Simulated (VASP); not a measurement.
# Ge (Im-3m) in VASP: notebook

Ge is run at these levels: PBE; tasks: density of states.

Everything below comes from runs of VASP 6.6.1. Logs are shortened: lines on timing, memory, paths and dates and some standing lists are left out, and cuts for length are marked.

### 1 The cell of the first run

The structure is cubic, space group Im-3m (No. 229). The conventional cell has a = 3.383 Å, b = 3.383 Å, c = 3.383 Å, α = 90.00°, β = 90.00°, γ = 90.00°. Ge (site symmetry m-3m) has 14 Ge at 2.93 to 3.38 Å within 3.9 Å.

### 2 Density of states, PBE

POSCAR

```
Ge
1.0
   -1.6913978235      1.6913978235      1.6913978235
    1.6913978235     -1.6913978235      1.6913978235
    1.6913978235      1.6913978235     -1.6913978235
Ge
1
Direct
    0.0000000000      0.0000000000      0.0000000000
```

INCAR.step1

```
PREC     = Accurate       # precision mode
ENCUT    = 520            # plane-wave cutoff, eV
EDIFF    = 1E-6           # SCF threshold, eV
ISMEAR   = -1             # smearing method
SIGMA    = 0.08           # smearing width, eV
LREAL    = F              # projectors in reciprocal space
LASPH    = T              # aspherical terms in the spheres
NELM     = 60             # most SCF steps
ALGO     = Normal         # electronic algorithm
ISIF     = 2              # what is computed and relaxed
LWAVE    = F              # write WAVECAR
LCHARG   = T              # write CHGCAR
GGA      = PE             # functional
NBANDS   = 13             # bands
```

KPOINTS.step1

```
Automatic mesh
0
Gamma
  16 16 16
```

INCAR.step2

```
PREC     = Accurate       # precision mode
ENCUT    = 520            # plane-wave cutoff, eV
EDIFF    = 1E-6           # SCF threshold, eV
ISMEAR   = -5             # smearing method
SIGMA    = 0.08           # smearing width, eV
LREAL    = F              # projectors in reciprocal space
LASPH    = T              # aspherical terms in the spheres
NELM     = 60             # most SCF steps
ALGO     = Normal         # electronic algorithm
ISIF     = 2              # what is computed and relaxed
LWAVE    = F              # write WAVECAR
LCHARG   = F              # write CHGCAR
GGA      = PE             # functional
LORBIT   = 11             # projections on sites
NBANDS   = 13             # bands
NEDOS    = 1001           # points of the DOS
ICHARG   = 11             # starting density
```

KPOINTS.step2

```
Automatic mesh
0
Gamma
  24 24 24
```

Potentials or basis: VASP PAW PBE potentials, release 64 (Ge_d).

The run is started by

```bash
$ cat potpaw_PBE.64/Ge_d/POTCAR > POTCAR
$ cp INCAR.step1 INCAR
$ cp KPOINTS.step1 KPOINTS
$ mpirun -np 1 vasp_std > vasp.out
$ cp INCAR.step2 INCAR
$ cp KPOINTS.step2 KPOINTS
$ mpirun -np 1 vasp_std > vasp.out
```

OUTCAR:

```text
PREC = Accurate
   ENCUT = 520
   EDIFF = 1E-6
   ISMEAR = -5
   LREAL = F
   LASPH = T
   NELM = 60
   ISIF = 2
   GGA = PE
   LORBIT = 11
   ICHARG = 11

 ion  position               nearest neighbor table
   1  0.000  0.000  0.000-

  LATTYP: Found a body centered cubic cell.
 ALAT       =     3.3827956470

  Lattice vectors:

 A1 = (  -1.6913978235,   1.6913978235,   1.6913978235)
 A2 = (   1.6913978235,  -1.6913978235,   1.6913978235)
 A3 = (   1.6913978235,   1.6913978235,  -1.6913978235)

Analysis of symmetry for initial positions (statically):
=====================================================================
 Subroutine PRICEL returns:
 Original cell was already a primitive cell.

 Routine SETGRP: Setting up the symmetry group for a
 body centered cubic supercell.

 Subroutine GETGRP returns: Found 48 space group operations
 (whereof 48 operations were pure point group operations)
 out of a pool of 48 trial point group operations.

The static configuration has the point symmetry O_h .

Analysis of symmetry for dynamics (positions and initial velocities):
=====================================================================
 Subroutine PRICEL returns:
 Original cell was already a primitive cell.

 Routine SETGRP: Setting up the symmetry group for a
 body centered cubic supercell.

 Subroutine GETGRP returns: Found 48 space group operations
 (whereof 48 operations were pure point group operations)
 out of a pool of 48 trial point group operations.

The dynamic configuration has the point symmetry O_h .

 Subroutine INISYM returns: Found 48 space group operations
 (whereof 48 operations are pure point group operations),
 and found     1 'primitive' translations

----------------------------------------------------------------------------------------

                                     Primitive cell

  volume of cell :      19.3552

  direct lattice vectors                    reciprocal lattice vectors
    -1.691397824  1.691397824  1.691397824     0.000000000  0.295613482  0.295613482
     1.691397824 -1.691397824  1.691397824     0.295613482  0.000000000  0.295613482
     1.691397824  1.691397824 -1.691397824     0.295613482  0.295613482  0.000000000

  length of vectors
     2.929586966  2.929586966  2.929586966     0.418060595  0.418060595  0.418060595

  position of ions in fractional coordinates (direct lattice)
[... 84 lines left out ...]
   NFREE  =      0    steps in history (QN), initial steepest desc. (CG)
   ISIF   =      2    stress and relaxation
   ISYM   =      2    0-nonsym 1-usesym 2-fastsym
   POTIM  = 0.5000    time-step for ionic-motion
   TEBEG  =    0.0;   TEEND  =   0.0 temperature during run
   PSTRESS=    0.0 pullay stress
   NELECT =      14.0000    total number of electrons
   NUPDOWN=      -1.0000    fix difference up-down
   EMIN   =  10.00;   EMAX   =-10.00  energy-range for DOS
   EFERMI =   0.00;   METHOD = LEGACY
   ISMEAR =    -5;   SIGMA  =   0.08  broadening in eV -4-tet -1-fermi 0-gaus
   EFERMI_NEDOS =   21; number of points for ismear=-14 and -15
   IALGO  =     38    algorithm
   IMIX   =      4    mixing-type and parameters
     AMIX     =   0.40;   BMIX     =  1.00
     AMIX_MAG =   1.60;   BMIX_MAG =  1.00
  volume/ion in A,a.u.               =      19.36       130.62
  Fermi-wavevector in a.u.,A,eV,Ry     =   1.469552  2.777051 29.382928  2.159584
  Thomas-Fermi vector in A             =   2.584916
   LORBIT       =     11    0 simple, 1 ext, 2 COOP (PROOUT), +10 PAW based schemes
   GGA     = PE    functional components
   LHFCALC =     F    Hartree Fock is set to
   AEXX    =    0.0000 exact exchange contribution
   IVDW    =     0    specifies the selected vdW correction
   LEPSILON=     F    determine dielectric tensor
   LRPA    =     F    only Hartree local field effects (RPA)
 non-spin polarized calculation
 Fermi weights with tetrahedron method with Bloechl corrections
  energy-cutoff  :      520.00
  volume of cell :       19.36
 maximum number of plane-waves:       539
 NGX is ok and might be reduce to    24

 number of electron      13.9999993 magnetization

 Free energy of the ion-electron system (eV)
  ---------------------------------------------------
  ext. energy  EPLUGINS =         0.00000000
  ---------------------------------------------------
  free energy    TOTEN  =        -4.17928597 eV

  energy without entropy =       -4.17928597  energy(sigma->0) =       -4.17928597

 E-fermi :   6.5170     XC(G=0): -11.1736

 val. band max:        6.7716780861   @ k =  -0.3750   0.3750   0.3750
 cond. band min:       6.4284579904   @ k =  -0.2917   0.4583   0.1250
 fundamental gap:     -0.3432200957
 Fermi energy:         6.5170365590

 k-point     1 :       0.0000    0.0000    0.0000
  band No.  band energies     occupation
      1     -18.2313      2.00000
      2     -18.2313      2.00000
      3     -18.2313      2.00000
      4     -18.1511      2.00000
      5     -18.1511      2.00000
      6      -6.4346      2.00000
      7      15.4115      0.00000
      8      15.4115      0.00000
      9      15.4115      0.00000
     10      21.2678      0.00000
     11      21.2678      0.00000
     12      21.2678      0.00000
     13      23.3311      0.00000
[... 354 lines left out ...]
  band No.  band energies     occupation
      1     -18.2577      2.00000
      2     -18.2234      2.00000
      3     -18.1559      2.00000
      4     -18.1544      2.00000
      5     -18.1050      2.00000
      6      -1.0015      2.00000
      7       1.5155      2.00000
      8      10.5308      0.00000
      9      12.7778      0.00000
     10      16.0298      0.00000
     11      16.6459      0.00000
     12      25.2192      0.00000
     13      27.1769      0.00000

 [... further k-points ...]
[... 5 lines left out ...]
  --------------------------------------------------------------------------------------
  -------------------------------------------------------------------------------------
  Total       -0.0819819     -0.0819819     -0.0819819      0.0000000      0.0000000      0.0000000
  in kB       -6.7862717     -6.7862717     -6.7862717      0.0000000      0.0000000      0.0000000
  external PRESSURE =      -6.7862717 kB  Pullay stress =       0.0000000 kB

 VOLUME and BASIS-vectors are now :
 -----------------------------------------------------------------------------
  energy-cutoff  :      520.00
  volume of cell :       19.36
      direct lattice vectors                 reciprocal lattice vectors
    -1.691397824  1.691397824  1.691397824     0.000000000  0.295613482  0.295613482
     1.691397824 -1.691397824  1.691397824     0.295613482  0.000000000  0.295613482
     1.691397824  1.691397824 -1.691397824     0.295613482  0.295613482  0.000000000

 POSITION                                       TOTAL-FORCE (eV/Angst)
 -----------------------------------------------------------------------------------
      0.00000      0.00000      0.00000         0.000000     -0.000000      0.000000
 -----------------------------------------------------------------------------------
    total drift:                                0.000000      0.000000      0.000000

  FREE ENERGIE OF THE ION-ELECTRON SYSTEM (eV)
  ---------------------------------------------------
  free  energy   TOTEN  =        -4.1792859652 eV

  energy  without entropy=       -4.1792859652  energy(sigma->0) =       -4.17928597

 total charge

# of ion       s       p       d       tot
------------------------------------------
    1        1.269   0.884  10.015  12.168
```

Run time: 29 s. Hardware: 1 thread of Intel Xeon 6975P-C (Granite Rapids), shared host; peak memory 0.24 GiB.

What came out:

- Valence electrons inside the program's atomic spheres: Ge 12.17

Caveat: tetrahedron occupations give inexact forces and stress in metals.

### 3 Density of states, PBE (volume scaled by 0.45)

POSCAR

```
Ge
1.0
   -1.2961341061      1.2961341061      1.2961341061
    1.2961341061     -1.2961341061      1.2961341061
    1.2961341061      1.2961341061     -1.2961341061
Ge
1
Direct
    0.0000000000      0.0000000000      0.0000000000
```

INCAR.step1

```
PREC = Accurate ; ENCUT = 520
EDIFF = 1E-6 ; ISMEAR = -1
SIGMA = 0.08 ; LREAL = False
LASPH = True ; NELM = 60
ALGO = Normal ; ISIF = 2
LWAVE = False ; LCHARG = True
GGA = PE ; NBANDS = 13
```

KPOINTS.step1

```
regular mesh
0
Gamma
  16 16 16
```

INCAR.step2

```
PREC = Accurate ; ENCUT = 520
EDIFF = 1E-6 ; ISMEAR = -5
SIGMA = 0.08 ; LREAL = False
LASPH = True ; NELM = 60
ALGO = Normal ; ISIF = 2
LWAVE = False ; LCHARG = False
GGA = PE ; LORBIT = 11
NBANDS = 13 ; NEDOS = 1001
ICHARG = 11
```

KPOINTS.step2

```
regular mesh
0
Gamma
  24 24 24
```

Potentials or basis: VASP PAW PBE potentials, release 64 (Ge_d).

The run is started by

```bash
$ cat potpaw_PBE.64/Ge_d/POTCAR > POTCAR
$ cp INCAR.step1 INCAR
$ cp KPOINTS.step1 KPOINTS
$ mpirun -np 1 vasp_std > vasp.out
$ cp INCAR.step2 INCAR
$ cp KPOINTS.step2 KPOINTS
$ mpirun -np 1 vasp_std > vasp.out
```

Run time: 38 s. Hardware: 1 thread of Intel Xeon 6975P-C, shared host; peak memory 0.19 GiB.

It converged, with:

```
Valence electrons inside the program's atomic spheres : Ge 13.56
```

Levels at points of the mesh, in eV from the Fermi level:
```
           k point  band 5  band 6  band 7  band 8  band 9  band 10
(0.00, 0.00, 0.00)  -25.82  -22.64   20.78   20.78   20.78    21.05
(0.50, 0.00, 0.00)  -25.42  -11.75   -9.29    8.86   10.52    13.13
(0.50, 0.50, 0.50)  -25.52   -1.75   -1.75   -1.75    3.43     3.43
```

Caveat: tetrahedron occupations give inexact forces and stress in metals.
